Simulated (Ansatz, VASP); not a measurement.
Two plane-wave programs on Ta

```
Ta
1.0
    -1.58523    1.71733    1.65128
     1.58523   -1.71733    1.65128
     1.58523    1.71733   -1.65128
Ta
1
Cartesian
  0.0000 0.0000 0.0000
```

Change from the starting cell: strain -0.0400 x Voigt [1, -1, 0, 0, 0, 0], atoms carried along.

Alike in both runs: task single point; functional PBE; k mesh 20 × 20 × 20; occupations gaussian, width 0.15 eV; no spin polarisation.

```csv
,VASP,Ansatz
version,VASP 6.6.1,Ansatz 0.2.0
potentials or method,"VASP PAW PBE potentials, release 64 (Ta_pv), cutoff 520 eV","scalar-relativistic, plane waves, PAW"
valence electrons in the cell,11,13
```

|  | VASP | Ansatz | Ansatz less VASP |
| --- | --- | --- | --- |
| gap on the k mesh at the Fermi level (eV) | none | none | - |
| pressure (GPa) | 4.0 | 3.9 | -0.12 |
| traceless stress, the component that is largest in VASP (GPa) | -4.12 | -4.13 | -0.012 |

A gap of «none» marks a metal or a gap that the smearing closes. With one functional, cell and mesh, what is left measures potentials, basis and numerics. VASP's potentials hold 11 valence electrons a cell and Ansatz's 13, so a difference there can come from the potentials and not from the codes.

Spin-orbit coupling is off throughout.
